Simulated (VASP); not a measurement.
The system is Hg.

```xyz
4
Lattice="3.4419 0.0000 0.0000 -1.7210 2.9808 0.0000 0.0000 0.0000 11.0623" Properties=species:S:1:pos:R:3 pbc="T T T"
Hg    0.0000    0.0000    0.0000
Hg    0.0000    1.9872    2.7656
Hg    0.0000    0.0000    5.5312
Hg    1.7210    0.9936    8.2967
```

```yaml
Program: VASP 6.6.1
Task: relaxation of cell and atoms
Functional: PBE
Potentials_or_basis: VASP PAW PBE potentials, release 64 (Hg)
Cutoff: 600 eV
k_mesh: 15 × 15 × 4
Occupations: gaussian, width 0.1 eV
Spin: no spin polarisation
```

At the start: pressure 1.0 GPa; volume 28.37 Å³/atom.

Where does the relaxation end?

Over 11 steps the energy falls by 9.3 meV/atom and the volume is 31.61 Å³/atom (+11.4 %); space group P6_3/mmc (No. 194, to 0.05 Å).

Step by step:
| step | energy change (eV) | largest force (eV/Å) | pressure (GPa) | volume (Å³) |
| --- | --- | --- | --- | --- |
| 1 | 0.0000 | 0.0000 | 1.00 | 113.50 |
| 2 | -0.0159 | 0.0000 | 0.72 | 116.43 |
| 3 | -0.0365 | 0.0000 | 0.06 | 125.12 |
| 4 | -0.0367 | 0.0000 | 0.03 | 126.16 |
| 5 | -0.0365 | 0.0000 | -0.03 | 127.37 |
| 6 | -0.0367 | 0.0000 | -0.04 | 126.85 |
| 7 | -0.0367 | 0.0000 | -0.02 | 126.50 |
| 8 | -0.0369 | 0.0000 | -0.02 | 126.50 |
| 9 | -0.0371 | 0.0000 | -0.03 | 126.48 |
| 10 | -0.0371 | 0.0000 | 0.00 | 126.43 |
| 11 | -0.0373 | 0.0000 | 0.00 | 126.46 |

Final structure:
```
Hg
1.0
     3.59620    0.00000    0.00000
    -1.79810    3.11440    0.00000
     0.00000    0.00000   11.29091
Hg
4
Direct
  0.00000 0.00000 0.00000
  0.33333 0.66667 0.25000
  0.00000 0.00000 0.50000
  0.66667 0.33333 0.75000
```
